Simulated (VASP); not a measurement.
# LiF in VASP: further runs

LiF is run at these levels: PBE; tasks: single point.

Everything below comes from runs of VASP 6.6.1. Logs are shortened: lines on timing, memory, paths and dates and some standing lists are left out, and cuts for length are marked.

**1. The cell of the first run**

The structure is cubic, space group F-43m (No. 216). The conventional cell has a = 4.364 Å, b = 4.364 Å, c = 4.364 Å, α = 90.00°, β = 90.00°, γ = 90.00°. Li (site symmetry -43m) has 4 F at 1.89 Å within 2.5 Å. F (site symmetry -43m) has 4 Li at 1.89 Å within 2.5 Å.

**2. Single point, PBE**

INCAR

```
PREC     = Accurate       # precision mode
ENCUT    = 520            # plane-wave cutoff, eV
EDIFF    = 1E-6           # SCF threshold, eV
ISMEAR   = 0              # smearing method
SIGMA    = 0.1            # smearing width, eV
LREAL    = F              # projectors in reciprocal space
LASPH    = T              # aspherical terms in the spheres
NELM     = 60             # most SCF steps
ALGO     = Normal         # electronic algorithm
ISIF     = 2              # what is computed and relaxed
LWAVE    = F              # write WAVECAR
LCHARG   = F              # write CHGCAR
GGA      = PE             # functional
NBANDS   = 30             # bands
```

KPOINTS

```
regular mesh
0
Gamma
  4 4 4
```

POSCAR

```
LiF
1.0
    2.1818080721      2.1818080721      0.0000000000
    2.1818080721     -2.1818080721      4.3636161441
    2.1818080721     -2.1818080721     -4.3636161441
Li F
4 4
Direct
    0.5000000000      0.3750000000      0.6250000000
    0.0000000000      0.8750000000      0.6250000000
    0.0000000000      0.3750000000      0.1250000000
    0.5000000000      0.8750000000      0.1250000000
    1.0000000000      0.2500000000      0.7500000000
    0.5000000000      0.7500000000      0.7500000000
    0.5000000000      0.2500000000      0.2500000000
    0.0000000000      0.7500000000      0.2500000000
```

Potentials or basis: VASP PAW PBE potentials, release 64 (Li_sv, F).

The run is started by

```bash
cat potpaw_PBE.64/Li_sv/POTCAR potpaw_PBE.64/F/POTCAR > POTCAR
mpirun -np 1 vasp_std > vasp.out
```

OUTCAR:

```text
PREC = Accurate
   ENCUT = 520
   EDIFF = 1E-6
   ISMEAR = 0
   LREAL = F
   LASPH = T
   NELM = 60
   ISIF = 2
   GGA = PE

 ion  position               nearest neighbor table
   1  0.500  0.375  0.625-   5 1.89   6 1.89   7 1.89   5 1.89
   2  0.000  0.875  0.625-   5 1.89   6 1.89   8 1.89   6 1.89
   3  0.000  0.375  0.125-   5 1.89   7 1.89   8 1.89   7 1.89
   4  0.500  0.875  0.125-   6 1.89   7 1.89   8 1.89   8 1.89
   5  0.000  0.250  0.750-   1 1.89   2 1.89   3 1.89   1 1.89
   6  0.500  0.750  0.750-   1 1.89   2 1.89   4 1.89   2 1.89
   7  0.500  0.250  0.250-   1 1.89   3 1.89   4 1.89   3 1.89
   8  0.000  0.750  0.250-   2 1.89   3 1.89   4 1.89   4 1.89

  LATTYP: Found a base centered orthorhombic cell.
 ALAT       =     6.1710851321
 B/A-ratio  =     1.4142135623
 C/A-ratio  =     0.5000000000

  Lattice vectors:

 A1 = (   2.1818080721,  -2.1818080721,   4.3636161441)
 A2 = (   2.1818080721,  -2.1818080721,  -4.3636161441)
 A3 = (   2.1818080721,   2.1818080721,   0.0000000000)

Analysis of symmetry for initial positions (statically):
=====================================================================
 Subroutine PRICEL returns following result:

  LATTYP: Found a face centered cubic cell.
 ALAT       =     4.3636161441

  Lattice vectors:

 A1 = (   0.0000000000,  -2.1818080721,   2.1818080720)
 A2 = (   2.1818080721,  -2.1818080721,   0.0000000000)
 A3 = (   2.1818080721,   0.0000000000,   2.1818080721)

   4 primitive cells build up your supercell.

 Routine SETGRP: Setting up the symmetry group for a
 base centered orthorhombic supercell.

 Subroutine GETGRP returns: Found  4 space group operations
 (whereof  4 operations were pure point group operations)
 out of a pool of  8 trial point group operations.

The static configuration has the point symmetry C_2v.

Analysis of symmetry for dynamics (positions and initial velocities):
=====================================================================
 Subroutine PRICEL returns following result:

  LATTYP: Found a face centered cubic cell.
 ALAT       =     4.3636161441

  Lattice vectors:

 A1 = (   0.0000000000,  -2.1818080721,   2.1818080720)
 A2 = (   2.1818080721,  -2.1818080721,   0.0000000000)
 A3 = (   2.1818080721,   0.0000000000,   2.1818080721)

   4 primitive cells build up your supercell.

 Routine SETGRP: Setting up the symmetry group for a
 base centered orthorhombic supercell.

 Subroutine GETGRP returns: Found  4 space group operations
 (whereof  4 operations were pure point group operations)
 out of a pool of  8 trial point group operations.

The dynamic configuration has the point symmetry C_2v.

 Subroutine INISYM returns: Found  4 space group operations
 (whereof  4 operations are pure point group operations),
 and found     4 'primitive' translations

----------------------------------------------------------------------------------------

                                     Primitive cell

  volume of cell :      20.7721

  direct lattice vectors                    reciprocal lattice vectors
     0.000000000 -2.181808072  2.181808072    -0.229167729 -0.229167729  0.229167729
     2.181808072 -2.181808072  0.000000000     0.229167729 -0.229167729 -0.229167729
     2.181808072  0.000000000  2.181808072     0.229167729  0.229167729  0.229167729

  length of vectors
     3.085542566  3.085542566  3.085542566     0.396930149  0.396930149  0.396930149

  position of ions in fractional coordinates (direct lattice)
     0.250000000  0.250000000  0.250000000
     0.500000000  0.500000000  0.500000000

  ion indices of the primitive-cell ions
   primitive index   ion index
                 1           1
                 2           6

----------------------------------------------------------------------------------------

 KPOINTS: regular mesh

Automatic generation of k-mesh.
 Grid dimensions read from file:
 generate k-points for:    4    4    4

 Generating k-lattice:

  Cartesian coordinates                     Fractional coordinates (reciprocal lattice)
     0.057291932  0.057291932  0.000000000     0.250000000  0.000000000  0.000000000
     0.028645966 -0.028645966  0.028645966     0.000000000  0.250000000  0.000000000
     0.028645966 -0.028645966 -0.028645966     0.000000000  0.000000000  0.250000000

  Length of vectors
     0.081023027  0.049616269  0.049616269

  Shift w.r.t. Gamma in fractional coordinates (k-lattice)
     0.000000000  0.000000000  0.000000000

 Subroutine IBZKPT returns following result:
 ===========================================

 Found     21 irreducible k-points:

 Following reciprocal coordinates:
            Coordinates               Weight
  0.000000  0.000000  0.000000      1.000000
  0.250000  0.000000  0.000000      2.000000
  0.500000  0.000000  0.000000      1.000000
  0.000000  0.250000  0.000000      4.000000
  0.250000  0.250000 -0.000000      8.000000
  0.500000  0.250000  0.000000      4.000000
[... 13 lines left out ...]
  0.250000  0.500000  0.500000      2.000000
  0.500000  0.500000  0.500000      1.000000
   k-points           NKPTS =     21   k-points in BZ     NKDIM =     21   number of bands    NBANDS=     30
   number of dos      NEDOS =    301   number of ions     NIONS =      8
   total plane-waves  NPLWV =  38400
   dimension x,y,z NGX =    24 NGY =   40 NGZ =   40
   dimension x,y,z NGXF=    48 NGYF=   80 NGZF=   80
   ions per type =               4   4
   NGX,Y,Z   is equivalent  to a cutoff of  12.93, 12.44, 12.44 a.u.
   NGXF,Y,Z  is equivalent  to a cutoff of  25.86, 24.89, 24.89 a.u.
 SYSTEM =  unknown system
   PREC   = accura    normal or accurate (medium, high low for compatibility)
   ISTART =      0    job   : 0-new  1-cont  2-samecut
   ICHARG =      2    charge: 1-file 2-atom 10-const
   ISPIN  =      1    spin polarized calculation?
   LNONCOLLINEAR =      F non collinear calculations
   LSORBIT =      F    spin-orbit coupling
   LASPH  =      T    aspherical Exc in radial PAW
   ENCUT  =  520.0 eV  38.22 Ry    6.18 a.u.   5.74  9.94  9.94*2*pi/ulx,y,z
   NELM   =     60;   NELMIN=  2; NELMDL= -5     # of ELM steps
   EDIFF  = 0.1E-05   stopping-criterion for ELM
   LREAL  =      F    real-space projection
   EDIFFG = 0.1E-04   stopping-criterion for IOM
   NSW    =      0    number of steps for IOM
   IBRION =     -1    ionic relax: 0-MD 1-quasi-New 2-CG
   NFREE  =      0    steps in history (QN), initial steepest desc. (CG)
   ISIF   =      2    stress and relaxation
   ISYM   =      2    0-nonsym 1-usesym 2-fastsym
   POTIM  = 0.5000    time-step for ionic-motion
   TEBEG  =    0.0;   TEEND  =   0.0 temperature during run
   PSTRESS=    0.0 pullay stress
   NELECT =      40.0000    total number of electrons
   NUPDOWN=      -1.0000    fix difference up-down
   EMIN   =  10.00;   EMAX   =-10.00  energy-range for DOS
   EFERMI =   0.00;   METHOD = LEGACY
   ISMEAR =     0;   SIGMA  =   0.10  broadening in eV -4-tet -1-fermi 0-gaus
   EFERMI_NEDOS =   21; number of points for ismear=-14 and -15
   IALGO  =     38    algorithm
   IMIX   =      4    mixing-type and parameters
     AMIX     =   0.40;   BMIX     =  1.00
     AMIX_MAG =   1.60;   BMIX_MAG =  1.00
  volume/ion in A,a.u.               =      10.39        70.09
  Fermi-wavevector in a.u.,A,eV,Ry     =   1.283064  2.424639 22.398632  1.646253
  Thomas-Fermi vector in A             =   2.415339
   LORBIT       =      0    0 simple, 1 ext, 2 COOP (PROOUT), +10 PAW based schemes
   GGA     = PE    functional components
   LHFCALC =     F    Hartree Fock is set to
   AEXX    =    0.0000 exact exchange contribution
   IVDW    =     0    specifies the selected vdW correction
   LEPSILON=     F    determine dielectric tensor
   LRPA    =     F    only Hartree local field effects (RPA)
 non-spin polarized calculation
 Gauss-broadening in eV      SIGMA  =   0.10
  energy-cutoff  :      520.00
  volume of cell :       83.09
 maximum number of plane-waves:      2262
 NGX is ok and might be reduce to    24
   NGX = 11   NGY = 19   NGZ = 19

 number of electron      40.0000078 magnetization

 Free energy of the ion-electron system (eV)
  ---------------------------------------------------
  ext. energy  EPLUGINS =         0.00000000
  ---------------------------------------------------
  free energy    TOTEN  =       -38.51451717 eV

  energy without entropy =      -38.51451717  energy(sigma->0) =      -38.51451717

 E-fermi :  -2.2133     XC(G=0):  -8.6389

 val. band max:       -2.7564251855   @ k =   0.0000   0.0000   0.0000
 cond. band min:       4.8853897886   @ k =   0.0000   0.0000   0.0000
 fundamental gap:      7.6418149742
 Fermi energy:        -2.2132885726

 k-point     1 :       0.0000    0.0000    0.0000
  band No.  band energies     occupation
      1     -43.2411      2.00000
      2     -43.2111      2.00000
      3     -43.2111      2.00000
      4     -43.2012      2.00000
      5     -22.0169      2.00000
      6     -21.8483      2.00000
[... 22 lines left out ...]
     29      15.9467      0.00000
     30      15.9468      0.00000

 k-point     2 :       0.2500    0.0000    0.0000
  band No.  band energies     occupation
      1     -43.2304      2.00000
      2     -43.2060      2.00000
      3     -43.2060      2.00000
      4     -43.2020      2.00000
      5     -21.9584      2.00000
      6     -21.8212      2.00000
[... 22 lines left out ...]
     29      15.4268      0.00000
     30      15.4330      0.00000

 k-point     3 :       0.5000    0.0000    0.0000
  band No.  band energies     occupation
      1     -43.2111      2.00000
      2     -43.2111      2.00000
      3     -43.2012      2.00000
      4     -43.2012      2.00000
      5     -21.8501      2.00000
      6     -21.8501      2.00000
[... 583 lines left out ...]
     29      15.3158      0.00000
     30      15.3158      0.00000

 k-point    21 :       0.5000    0.5000    0.5000
  band No.  band energies     occupation
      1     -43.2111      2.00000
      2     -43.2111      2.00000
      3     -43.2012      2.00000
      4     -43.2012      2.00000
      5     -21.8483      2.00000
      6     -21.8483      2.00000
[... 22 lines left out ...]
     29      15.9467      0.00000
     30      15.9467      0.00000

------------------------ aborting loop because EDIFF is reached ----------------------------------------

  FORCE on cell =-STRESS in cart. coord.  units (eV):
  Direction    XX          YY          ZZ          XY          YZ          ZX
  --------------------------------------------------------------------------------------
  -------------------------------------------------------------------------------------
  Total       -0.0832342     -0.0832342     -0.0858066     -0.0019150      0.0000000      0.0000000
  in kB       -1.6049911     -1.6049911     -1.6545940     -0.0369269      0.0000000      0.0000000
  external PRESSURE =      -1.6215254 kB  Pullay stress =       0.0000000 kB

 VOLUME and BASIS-vectors are now :
 -----------------------------------------------------------------------------
  energy-cutoff  :      520.00
  volume of cell :       83.09
      direct lattice vectors                 reciprocal lattice vectors
     2.181808072  2.181808072  0.000000000     0.229167729  0.229167729  0.000000000
     2.181808072 -2.181808072  4.363616144     0.114583864 -0.114583864  0.114583864
     2.181808072 -2.181808072 -4.363616144     0.114583864 -0.114583864 -0.114583864

 POSITION                                       TOTAL-FORCE (eV/Angst)
 -----------------------------------------------------------------------------------
      3.27271     -1.09090     -1.09090         0.000000      0.000000      0.000129
      3.27271     -3.27271      1.09090         0.000000      0.000000      0.000129
      1.09090     -1.09090      1.09090         0.000000      0.000000      0.000129
      3.27271     -1.09090      3.27271         0.000000      0.000000      0.000129
      2.18181     -2.18181     -2.18181         0.000000      0.000000     -0.000129
      4.36362     -2.18181      0.00000         0.000000      0.000000     -0.000129
      2.18181      0.00000      0.00000         0.000000      0.000000     -0.000129
      2.18181     -2.18181      2.18181         0.000000      0.000000     -0.000129
 -----------------------------------------------------------------------------------
    total drift:                               -0.000006      0.000006      0.004191

  FREE ENERGIE OF THE ION-ELECTRON SYSTEM (eV)
  ---------------------------------------------------
  free  energy   TOTEN  =       -38.5145171698 eV

  energy  without entropy=      -38.5145171698  energy(sigma->0) =      -38.51451717
```

Run time: 40 s. Hardware: 1 thread of AMD EPYC 9R45 (Zen 5), shared host; peak memory 0.16 GiB.

Results:

| Quantity | Value |
| --- | --- |
| Free energy | -38.5145 eV |
| Band gap on the k mesh | 7.64 eV |

Levels at points of the mesh, in eV from the valence-band top:
```tsv
k point	band 16	band 17	band 18	band 19	band 20	band 21	band 22	band 23	band 24	band 25
(0.00, 0.00, 0.00)	-0.24	-0.24	0.00	0.00	0.00	7.64	10.44	11.63	11.63	14.49
(0.50, 0.00, 0.00)	-0.74	-0.65	-0.65	-0.25	-0.25	11.08	11.08	11.89	11.89	15.13
(0.00, 0.50, 0.00)	-0.50	-0.12	-0.12	-0.12	-0.12	9.19	9.19	11.30	11.30	14.90
(0.50, 0.50, 0.00)	-0.63	-0.50	-0.50	-0.50	-0.50	11.30	11.30	11.30	11.30	14.90
(0.00, 0.50, 0.50)	-0.38	-0.38	-0.38	-0.25	-0.25	9.32	9.32	11.08	11.08	15.13
(0.50, 0.50, 0.50)	-0.75	-0.24	-0.24	-0.24	-0.24	10.44	10.44	11.63	11.63	14.49
```

Caveat: the k points lie up to 0.51 Å⁻¹ apart; the cutoff is under 1.25 times the usual one of these potentials, so pressure, stress and relaxed cells hold a basis-set (Pulay) error. A k mesh can miss the band edges.

**3. Single point, PBE**

INCAR

```
PREC = Accurate
ENCUT = 520
EDIFF = 1E-6
ISMEAR = 0
SIGMA = 0.1
LREAL = False
LASPH = True
NELM = 100
ALGO = Normal
ISIF = 2
LWAVE = False
LCHARG = False
GGA = PE
NBANDS = 30
```

KPOINTS is that of step 2.

POSCAR

```
LiF
1.0
    2.1845371753      2.1951543695      0.0007480961
    2.1775344267     -2.1863478447      4.3610642045
    2.1712969831     -2.1829962969     -4.3562968537
Li F
4 4
Direct
    0.4987456192      0.3745126021      0.6253790667
    0.0005109208      0.8746303295      0.6252468845
   -0.0007344823      0.3751966845      0.1253605827
    0.5010230875      0.8751370523      0.1252314775
    0.9991436982      0.2498737849      0.7498311549
    0.5006162216      0.7498240157      0.7496321952
    0.4993913177      0.2503969708      0.2497229294
    0.0013036174      0.7504285603      0.2495957090
```

Potentials or basis: VASP PAW PBE potentials, release 64 (Li_sv, F).

The run is started by

```bash
cat potpaw_PBE.64/Li_sv/POTCAR potpaw_PBE.64/F/POTCAR > POTCAR
mpirun -np 1 vasp_std > vasp.out
```

Run time: 69 s. Hardware: 1 thread of AMD EPYC 9R45 (Zen 5), shared host; peak memory 0.17 GiB.

The run converged. Its results:

```
Free energy            : -38.5140 eV
Largest force          : 0.006 eV/Å
Band gap on the k mesh : 7.62 eV
```

Forces on the atoms (eV/Å):
```
Li   0.004  0.002  0.004
Li   0.000 -0.001  0.000
Li   0.001  0.001 -0.001
Li  -0.001  0.000  0.001
F   -0.001  0.001  0.001
F   -0.001 -0.001  0.001
F    0.001  0.002 -0.003
F   -0.003 -0.004 -0.003
```

Levels at points of the mesh, in eV from the valence-band top:
| k point | band 18 | band 19 | band 20 | band 21 | band 22 | band 23 |
| --- | --- | --- | --- | --- | --- | --- |
| (0.00, 0.00, 0.00) | -0.02 | -0.01 | 0.00 | 7.62 | 10.42 | 11.62 |
| (0.50, 0.00, 0.00) | -0.65 | -0.25 | -0.25 | 11.05 | 11.05 | 11.88 |
| (0.00, 0.50, 0.00) | -0.14 | -0.13 | -0.12 | 9.18 | 9.18 | 11.29 |
| (0.50, 0.50, 0.00) | -0.51 | -0.50 | -0.50 | 11.28 | 11.28 | 11.28 |
| (0.00, 0.00, 0.50) | -0.14 | -0.13 | -0.13 | 9.18 | 9.18 | 11.29 |
| (0.50, 0.00, 0.50) | -0.51 | -0.49 | -0.49 | 11.28 | 11.28 | 11.29 |
| (0.00, 0.50, 0.50) | -0.38 | -0.27 | -0.27 | 9.31 | 9.31 | 11.07 |
| (0.50, 0.50, 0.50) | -0.25 | -0.24 | -0.24 | 10.42 | 10.42 | 11.60 |

Caveat: the k points lie up to 0.51 Å⁻¹ apart; the cutoff is under 1.25 times the usual one of these potentials, so pressure, stress and relaxed cells hold a basis-set (Pulay) error. A k mesh can miss the band edges.
